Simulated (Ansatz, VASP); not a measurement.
## Ta: VASP beside Ansatz

File INCAR:

```
PREC = Accurate
ENCUT = 500
EDIFF = 1E-6
ISMEAR = 0
SIGMA = 0.15
LREAL = F
LASPH = T
NELM = 120
ALGO = Normal
ISIF = 2
LWAVE = F
LCHARG = F
GGA = PE
NBANDS = 30
GGA_COMPAT = F
```

File KPOINTS:

```
Automatic mesh
0
Gamma
  22 22 7
```

Contents of POSCAR:

```
Ta
1.0
   -1.6593948201      1.6593948201     -1.6593948201
   -1.6593948201     -1.6593948201      1.6593948201
    0.0000000000      6.6375792803      6.6375792803
Ta
4
Direct
    0.0000000000      0.0000000000      0.0000000000
    0.5000000000      0.5000000000      0.2500000000
    0.0000000000      0.0000000000      0.5000000000
    0.5000000000      0.5000000000      0.7500000000
```

Input for Ansatz:

```yaml
crystal:
  lattice:
    - [-1.6593948201, 1.6593948201, -1.6593948201]
    - [-1.6593948201, -1.6593948201, 1.6593948201]
    - [0.0, 6.6375792803, 6.6375792803]
  atoms:
    - { symbol: Ta, position: [0.0, 0.0, 0.0] }
    - { symbol: Ta, position: [0.5, 0.5, 0.25] }
    - { symbol: Ta, position: [0.0, 0.0, 0.5] }
    - { symbol: Ta, position: [0.5, 0.5, 0.75] }
basis:
  ecutwfc: 420
kpoints:
  mp_grid: { grid: [22, 22, 7] }
hamiltonian:
  xc: pbe
scf:
  occupations: { method: gaussian, width: 0.15 }
output:
  forces: true
  stress: true
  eigenvalues: true
  write_density: true
  write_potential: true
  elf: true
  volumetric_format: npy
```

Alike in both runs: task single point; functional PBE; k mesh 22 × 22 × 7; occupations gaussian, width 0.15 eV; no spin polarisation.

```csv
,VASP,Ansatz
version,VASP 6.6.1,Ansatz 0.2.0
potentials or method,"VASP PAW PBE potentials, release 64 (Ta_pv), cutoff 500 eV","scalar-relativistic, plane waves, PAW"
valence electrons in the cell,44,52
```

```csv
,VASP,Ansatz,Ansatz less VASP
gap on the k mesh at the Fermi level (eV),none,none,-
pressure (GPa),0.3,0.2,-0.09
```

A gap of «none» marks a metal or a gap that the smearing closes. With one functional, cell and mesh, what is left measures potentials, basis and numerics. VASP's potentials hold 44 valence electrons a cell and Ansatz's 52, so a difference there can come from the potentials and not from the codes.

Neither program's run includes spin-orbit coupling.
